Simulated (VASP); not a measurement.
Te2Mo:

```
Te Mo
1.0
     6.37192    0.00000    0.00000
     0.00000    3.49197    0.00000
    -0.95307    0.00000   13.91920
Te Mo
8 4
Direct
  0.94370 0.75000 0.60450
  0.05630 0.25000 0.39550
  0.90300 0.25000 0.85140
  0.09700 0.75000 0.14860
  0.41120 0.75000 0.89550
  0.58880 0.25000 0.10450
  0.44320 0.25000 0.64840
  0.55680 0.75000 0.35160
  0.81670 0.75000 0.99260
  0.18330 0.25000 0.00740
  0.68190 0.25000 0.49340
  0.31810 0.75000 0.50660
```

Base run:

| Quantity | Value |
| --- | --- |
| Program | VASP 6.6.1 |
| Functional | PBE exchange alone |
| Potentials or basis | VASP PAW PBE potentials, release 64 (Te, Mo_sv) |
| Cutoff | 520 eV |
| k mesh | 4 × 8 × 2 |
| Occupations | fermi-dirac, width 0.05 eV |
| Spin | no spin polarisation |

Its results: band gap on the k mesh zero (band 52 reaches 9.61 eV, above the bottom of band 53 at 9.47 eV); pressure 14.0 GPa; largest force 0.899 eV/Å.

The run is repeated on the same cell with these changes: functional from PBE exchange alone to BLYP. What comes out?

Band gap on the k mesh zero (band 52 reaches 8.53 eV, above the bottom of band 53 at 8.38 eV); pressure 6.7 GPa; largest force 0.283 eV/Å.

Caveats: spin-orbit coupling is left out, which moves the levels of the heavy elements; the PAW data sets were made with another functional, which shifts forces and pressure a little (some runs).
